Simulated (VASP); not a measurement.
# KC in VASP: further runs

Runs on KC. Level: PBE. Tasks: single point.

Everything below comes from runs of VASP 6.6.1. Logs are shortened: lines on timing, memory, paths and dates and some standing lists are left out, and cuts for length are marked.

### Step 1. The cell of the first run

The typed cell holds 2 atoms: a = 3.005 Å, b = 3.005 Å, c = 5.249 Å, α = 90.00°, β = 90.00°, γ = 90.00°.

### Step 2. Single point, PBE

INCAR

```
SYSTEM = KC
  PREC = Accurate
  ENCUT = 600
  EDIFF = 1E-6
  ISMEAR = 0
  SIGMA = 0.2
  LREAL = .FALSE.
  LASPH = .TRUE.
  NELM = 120
  ALGO = Normal
  ISIF = 2
  LWAVE = .FALSE.
  LCHARG = .FALSE.
  GGA = PE
  NBANDS = 14
  GGA_COMPAT = .FALSE.
```

KPOINTS

```
Automatic mesh
0
G
  5 5 4
  0 0 0
```

POSCAR

```
KC
1.0
    3.0053165184      0.0000000000      0.0000000000
    0.0000000000      3.0053165184      0.0000000000
    0.0000000000      0.0000000000      5.2487654512
K C
1 1
Direct
    0.5000000000      0.5000000000      0.7561305408
    0.5000000000      0.5000000000      0.2563414292
```

Potentials or basis: VASP PAW PBE potentials, release 64 (K_sv, C).

Run with:

```
> cat potpaw_PBE.64/K_sv/POTCAR potpaw_PBE.64/C/POTCAR > POTCAR
> mpirun -np 1 vasp_std > vasp.out
```

OUTCAR:

```text
SYSTEM = KC
   PREC = Accurate
   ENCUT = 600
   EDIFF = 1E-6
   ISMEAR = 0
   LREAL = .FALSE.
   LASPH = .TRUE.
   NELM = 120
   ISIF = 2
   GGA = PE

 ion  position               nearest neighbor table
   1  0.500  0.500  0.756-   2 2.62   2 2.63
   2  0.500  0.500  0.256-   1 2.62   1 2.63

  LATTYP: Found a simple tetragonal cell.
 ALAT       =     3.0053165184
 C/A-ratio  =     1.7464933956

  Lattice vectors:

 A1 = (   3.0053165184,   0.0000000000,   0.0000000000)
 A2 = (   0.0000000000,   3.0053165184,   0.0000000000)
 A3 = (   0.0000000000,   0.0000000000,   5.2487654512)

Analysis of symmetry for initial positions (statically):
=====================================================================
 Subroutine PRICEL returns:
 Original cell was already a primitive cell.

 Routine SETGRP: Setting up the symmetry group for a
 simple tetragonal supercell.

 Subroutine GETGRP returns: Found  8 space group operations
 (whereof  8 operations were pure point group operations)
 out of a pool of 16 trial point group operations.

The static configuration has the point symmetry C_4v.

Analysis of symmetry for dynamics (positions and initial velocities):
=====================================================================
 Subroutine PRICEL returns:
 Original cell was already a primitive cell.

 Routine SETGRP: Setting up the symmetry group for a
 simple tetragonal supercell.

 Subroutine GETGRP returns: Found  8 space group operations
 (whereof  8 operations were pure point group operations)
 out of a pool of 16 trial point group operations.

The dynamic configuration has the point symmetry C_4v.

 Subroutine INISYM returns: Found  8 space group operations
 (whereof  8 operations are pure point group operations),
 and found     1 'primitive' translations

----------------------------------------------------------------------------------------

                                     Primitive cell

  volume of cell :      47.4065

  direct lattice vectors                    reciprocal lattice vectors
     3.005316518  0.000000000  0.000000000     0.332743654  0.000000000  0.000000000
     0.000000000  3.005316518  0.000000000     0.000000000  0.332743654  0.000000000
     0.000000000  0.000000000  5.248765451     0.000000000  0.000000000  0.190520992

  length of vectors
     3.005316518  3.005316518  5.248765451     0.332743654  0.332743654  0.190520992

  position of ions in fractional coordinates (direct lattice)
     0.500000000  0.500000000  0.756130541
     0.500000000  0.500000000  0.256341429

  ion indices of the primitive-cell ions
   primitive index   ion index
                 1           1
                 2           2

----------------------------------------------------------------------------------------

 KPOINTS: Automatic mesh

Automatic generation of k-mesh.
 Grid dimensions read from file:
 generate k-points for:    5    5    4

 Generating k-lattice:

  Cartesian coordinates                     Fractional coordinates (reciprocal lattice)
     0.066548731  0.000000000  0.000000000     0.200000000  0.000000000  0.000000000
     0.000000000  0.066548731  0.000000000     0.000000000  0.200000000  0.000000000
     0.000000000  0.000000000  0.047630248     0.000000000  0.000000000  0.250000000

  Length of vectors
     0.066548731  0.066548731  0.047630248

  Shift w.r.t. Gamma in fractional coordinates (k-lattice)
     0.000000000  0.000000000  0.000000000

 Subroutine IBZKPT returns following result:
 ===========================================

 Found     18 irreducible k-points:

 Following reciprocal coordinates:
            Coordinates               Weight
  0.000000  0.000000  0.000000      1.000000
  0.200000  0.000000  0.000000      4.000000
  0.400000  0.000000  0.000000      4.000000
  0.200000  0.200000  0.000000      4.000000
  0.400000  0.200000  0.000000      8.000000
  0.400000  0.400000  0.000000      4.000000
[... 10 lines left out ...]
  0.400000  0.200000  0.500000      8.000000
  0.400000  0.400000  0.500000      4.000000
   k-points           NKPTS =     18   k-points in BZ     NKDIM =     18   number of bands    NBANDS=     14
   number of dos      NEDOS =    301   number of ions     NIONS =      2
   total plane-waves  NPLWV =  24192
   dimension x,y,z NGX =    24 NGY =   24 NGZ =   42
   dimension x,y,z NGXF=    48 NGYF=   48 NGZF=   84
   ions per type =               1   1
   NGX,Y,Z   is equivalent  to a cutoff of  13.28, 13.28, 13.30 a.u.
   NGXF,Y,Z  is equivalent  to a cutoff of  26.55, 26.55, 26.61 a.u.
 SYSTEM =  KC
   PREC   = accura    normal or accurate (medium, high low for compatibility)
   ISTART =      0    job   : 0-new  1-cont  2-samecut
   ICHARG =      2    charge: 1-file 2-atom 10-const
   ISPIN  =      1    spin polarized calculation?
   LNONCOLLINEAR =      F non collinear calculations
   LSORBIT =      F    spin-orbit coupling
   LASPH  =      T    aspherical Exc in radial PAW
   ENCUT  =  600.0 eV  44.10 Ry    6.64 a.u.   6.00  6.00 10.48*2*pi/ulx,y,z
   NELM   =    120;   NELMIN=  2; NELMDL= -5     # of ELM steps
   EDIFF  = 0.1E-05   stopping-criterion for ELM
   LREAL  =      F    real-space projection
   EDIFFG = 0.1E-04   stopping-criterion for IOM
   NSW    =      0    number of steps for IOM
   IBRION =     -1    ionic relax: 0-MD 1-quasi-New 2-CG
   NFREE  =      0    steps in history (QN), initial steepest desc. (CG)
   ISIF   =      2    stress and relaxation
   ISYM   =      2    0-nonsym 1-usesym 2-fastsym
   POTIM  = 0.5000    time-step for ionic-motion
   TEBEG  =    0.0;   TEEND  =   0.0 temperature during run
   PSTRESS=    0.0 pullay stress
   NELECT =      13.0000    total number of electrons
   NUPDOWN=      -1.0000    fix difference up-down
   EMIN   =  10.00;   EMAX   =-10.00  energy-range for DOS
   EFERMI =   0.00;   METHOD = LEGACY
   ISMEAR =     0;   SIGMA  =   0.20  broadening in eV -4-tet -1-fermi 0-gaus
   EFERMI_NEDOS =   21; number of points for ismear=-14 and -15
   IALGO  =     38    algorithm
   IMIX   =      4    mixing-type and parameters
     AMIX     =   0.40;   BMIX     =  1.00
     AMIX_MAG =   1.60;   BMIX_MAG =  1.00
  volume/ion in A,a.u.               =      23.70       159.96
  Fermi-wavevector in a.u.,A,eV,Ry     =   1.063596  2.009905 15.391410  1.131237
  Thomas-Fermi vector in A             =   2.199086
   LORBIT       =      0    0 simple, 1 ext, 2 COOP (PROOUT), +10 PAW based schemes
   GGA     = PE    functional components
   LHFCALC =     F    Hartree Fock is set to
   AEXX    =    0.0000 exact exchange contribution
   IVDW    =     0    specifies the selected vdW correction
   LEPSILON=     F    determine dielectric tensor
   LRPA    =     F    only Hartree local field effects (RPA)
 non-spin polarized calculation
 Gauss-broadening in eV      SIGMA  =   0.20
  energy-cutoff  :      600.00
  volume of cell :       47.41
 maximum number of plane-waves:      1606
   NGX = 13   NGY = 13   NGZ = 21

 number of electron      12.9999999 magnetization

 Free energy of the ion-electron system (eV)
  ---------------------------------------------------
  ext. energy  EPLUGINS =         0.00000000
  ---------------------------------------------------
  free energy    TOTEN  =        -4.08422138 eV

  energy without entropy =       -4.05892274  energy(sigma->0) =       -4.07157206

 E-fermi :   1.2999     XC(G=0):  -8.2174

 val. band max:        1.2135344077   @ k =   0.4000   0.2000   0.2500
 cond. band min:       1.5630627352   @ k =   0.4000   0.0000   0.0000
 fundamental gap:      0.3495283275
 Fermi energy:         1.2998687803

 k-point     1 :       0.0000    0.0000    0.0000
  band No.  band energies     occupation
      1     -30.8803      2.00000
      2     -14.1029      2.00000
      3     -13.6949      2.00000
      4     -13.6949      2.00000
      5      -8.0960      2.00000
      6       0.6991      1.99998
      7       1.6535      0.01241
      8       3.4484      0.00000
      9       3.4484      0.00000
     10       4.5014      0.00000
     11       8.3460      0.00000
     12       9.3552      0.00000
     13       9.5184      0.00000
     14       9.5184      0.00000

 k-point     2 :       0.2000    0.0000    0.0000
  band No.  band energies     occupation
      1     -30.7997      2.00000
      2     -14.2762      2.00000
      3     -14.0196      2.00000
      4     -13.6427      2.00000
      5      -7.7500      2.00000
      6       0.9532      1.98578
      7       1.6069      0.02992
      8       2.9483      0.00000
      9       3.5858      0.00000
     10       5.4006      0.00000
     11       6.5186      0.00000
     12       8.7199      0.00000
     13       9.6501      0.00000
     14       9.7210      0.00000

 k-point     3 :       0.4000    0.0000    0.0000
  band No.  band energies     occupation
      1     -30.6645      2.00000
      2     -15.1193      2.00000
      3     -13.8805      2.00000
      4     -13.5566      2.00000
      5      -7.0546      2.00000
      6      -0.2227      2.00000
      7       1.5631      0.06274
      8       3.8241      0.00000
      9       4.3088      0.00000
     10       4.3261      0.00000
     11       6.6668      0.00000
     12       8.2075      0.00000
     13       9.4373      0.00000
     14      10.0812      0.00000
[... 222 lines left out ...]
 k-point    17 :       0.4000    0.2000    0.5000
  band No.  band energies     occupation
      1     -30.5881      2.00000
      2     -15.0226      2.00000
      3     -14.0848      2.00000
      4     -13.8690      2.00000
      5      -6.3620      2.00000
      6      -0.1733      2.00000
      7       0.6916      1.99998
      8       2.3834      0.00000
      9       4.0997      0.00000
     10       6.3376      0.00000
     11       6.4043      0.00000
     12       8.6151      0.00000
     13       8.6180      0.00000
     14      11.7469      0.00000

 k-point    18 :       0.4000    0.4000    0.5000
  band No.  band energies     occupation
      1     -30.4609      2.00000
      2     -14.8768      2.00000
      3     -14.8522      2.00000
      4     -13.7367      2.00000
      5      -5.7876      2.00000
      6       0.4609      2.00000
      7       0.5733      2.00000
      8       1.1989      1.52484
      9       2.7634      0.00000
     10       6.8689      0.00000
     11       7.2580      0.00000
     12       9.3265      0.00000
     13       9.3743      0.00000
     14       9.3853      0.00000

------------------------ aborting loop because EDIFF is reached ----------------------------------------

  FORCE on cell =-STRESS in cart. coord.  units (eV):
  Direction    XX          YY          ZZ          XY          YZ          ZX
  --------------------------------------------------------------------------------------
  -------------------------------------------------------------------------------------
  Total       -0.1050414     -0.1050414      0.1572916      0.0000000     -0.0000000      0.0000000
  in kB       -3.5500412     -3.5500412      5.3159203      0.0000000     -0.0000000      0.0000000
  external PRESSURE =      -0.5947207 kB  Pullay stress =       0.0000000 kB

 VOLUME and BASIS-vectors are now :
 -----------------------------------------------------------------------------
  energy-cutoff  :      600.00
  volume of cell :       47.41
      direct lattice vectors                 reciprocal lattice vectors
     3.005316518  0.000000000  0.000000000     0.332743654  0.000000000  0.000000000
     0.000000000  3.005316518  0.000000000     0.000000000  0.332743654  0.000000000
     0.000000000  0.000000000  5.248765451     0.000000000  0.000000000  0.190520992

 POSITION                                       TOTAL-FORCE (eV/Angst)
 -----------------------------------------------------------------------------------
      1.50266      1.50266      3.96875         0.000000      0.000000      0.006701
      1.50266      1.50266      1.34548         0.000000     -0.000000     -0.006701
 -----------------------------------------------------------------------------------
    total drift:                                0.000000     -0.000000     -0.000015

  FREE ENERGIE OF THE ION-ELECTRON SYSTEM (eV)
  ---------------------------------------------------
  free  energy   TOTEN  =        -4.0842213785 eV

  energy  without entropy=       -4.0589227388  energy(sigma->0) =       -4.07157206
```

It took 7 s on 1 thread of Intel Xeon Platinum 8559C (Emerald Rapids), shared host; peak memory 0.16 GiB.

What came out:

```yaml
Free_energy: -4.0842 eV
Pressure: -0.1 GPa
Largest_force: 0.007 eV/Å
```

Forces in eV/Å, atoms in the order of the input:
```
K    0.000  0.000  0.007
C    0.000  0.000 -0.007
```

Caveat: the k points lie up to 0.42 Å⁻¹ apart.

### Step 3. Single point, PBE

This run uses another cell than the first one, of 20.64 Å³/atom, 0.871 times its volume.

INCAR

```
PREC = Accurate
ENCUT = 600
EDIFF = 1E-6
ISMEAR = 0
SIGMA = 0.2
LREAL = False
LASPH = True
NELM = 120
ALGO = Normal
ISIF = 2
LWAVE = False
LCHARG = False
GGA = PE
NBANDS = 14
GGA_COMPAT = False
```

KPOINTS

```
regular mesh
0
Gamma
  6 6 5
```

POSCAR

```
KC
1.0
    3.3477437279      0.0000000000      0.0000000000
    0.0000000000      3.3477437279      0.0000000000
    0.0000000000      0.0000000000      3.6825324791
K C
1 1
Direct
    0.5000000000      0.5000000000      0.5000000000
    0.0000000000      0.0000000000      0.0000000000
```

Potentials or basis: VASP PAW PBE potentials, release 64 (K_sv, C).

Run with:

```
> cat potpaw_PBE.64/K_sv/POTCAR potpaw_PBE.64/C/POTCAR > POTCAR
> mpirun -np 1 vasp_std > vasp.out
```

Run time: 8.8 s. Hardware: 1 thread of Intel Xeon Platinum 8559C (Emerald Rapids), shared host; peak memory 0.16 GiB.

Results (log left out):

```yaml
Free_energy: -5.2143 eV
Pressure: 0.0 GPa
```

Stress tensor (GPa, compression positive):
```
 0.08  0.00  0.00
 0.00  0.08  0.00
 0.00  0.00 -0.22
```

Levels at points of the mesh, in eV from the Fermi level:
```csv
k point,band 2,band 3,band 4,band 5,band 6,band 7,band 8,band 9,band 10,band 11
"(0.00, 0.00, 0.00)",-12.58,-12.43,-12.43,-8.98,0.74,1.37,1.37,4.87,5.46,6.19
"(0.50, 0.00, 0.00)",-13.38,-12.46,-12.34,-7.84,-1.71,0.51,1.31,6.56,8.79,8.97
"(0.50, 0.50, 0.00)",-13.09,-13.09,-12.38,-7.86,-0.45,-0.45,1.15,5.72,6.33,7.89
```
